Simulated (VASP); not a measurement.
Wanted: the native input for a VASP 6.6.1 run.

```yaml
Task: relaxation of cell and atoms
Functional: PBE
Potentials_or_basis: VASP PAW PBE potentials, release 64 (Rb_sv, Ag)
Cutoff: 600 eV
k_mesh: 4 × 4 × 4
Occupations: gaussian, width 0.1 eV
Spin: no spin polarisation
Dipole_correction: no
Further_INCAR_settings: ALGO = Normal; EDIFF = 1e-06; IBRION = 2; EDIFFG = -0.04; NSW = 90; ISIF = 3
```

The structure of Rb2Ag lies in POSCAR:

```
Rb2Ag
1.0
    4.3555036600      0.0000000000      0.0000000000
    0.0000000000      4.3555036600      0.0000000000
    0.0000000000      0.0000000000      6.0027716600
Rb Ag
2 1
Direct
    0.5000000000      0.5000000000      0.0000000000
    0.0000000000      0.0000000000      0.5000000000
    0.0000000000      0.0000000000      0.0000000000
```

The cell was built from a structure type or drawn by symmetry, and may not be a known phase.

One way to write it, as run:

INCAR

```
SYSTEM = Rb2Ag
  PREC = Accurate
  ENCUT = 600
  EDIFF = 1E-6
  ISMEAR = 0
  SIGMA = 0.1
  LREAL = .False.
  LASPH = .True.
  NELM = 100
  ALGO = Normal
  ISIF = 3
  LWAVE = .False.
  LCHARG = .False.
  GGA = PE
  IBRION = 2
  NSW = 90
  EDIFFG = -0.04
```

KPOINTS

```
Automatic mesh
0
Gamma
  4 4 4
  0 0 0
```

Potentials or basis: VASP PAW PBE potentials, release 64 (Rb_sv, Ag).

Command:

```bash
$ cat potpaw_PBE.64/Rb_sv/POTCAR potpaw_PBE.64/Ag/POTCAR > POTCAR
$ mpirun -np 1 vasp_std > vasp.out
```

It gave:

```
Relaxed volume                        : 63.13 Å³/atom
Relaxed cell                          : a = 5.080 Å, b = 5.080 Å, c = 7.338 Å, α = 90.00°, β = 90.00°, γ = 90.00°
Space group after relaxing (to 0.1 Å) : P4/mmm (No. 123)
Energy gained by relaxing             : 401.7 meV/atom
Ionic steps                           : 6
Pressure after relaxing               : 0.0 GPa
Band gap on the k mesh                : zero (an odd number of electrons rules out a gap without spin polarisation)
```

Caveat: the k points lie up to 0.31 Å⁻¹ apart in the final cell, too coarse for converged energies and pressures of a metal; the volume moved by over 15 % at a fixed basis, so the end points are rough.

Run time: 92 s on 1 thread of Intel(R) Xeon(R) 6975P-C (Granite Rapids) (shared host), peak memory 0.25 GiB.
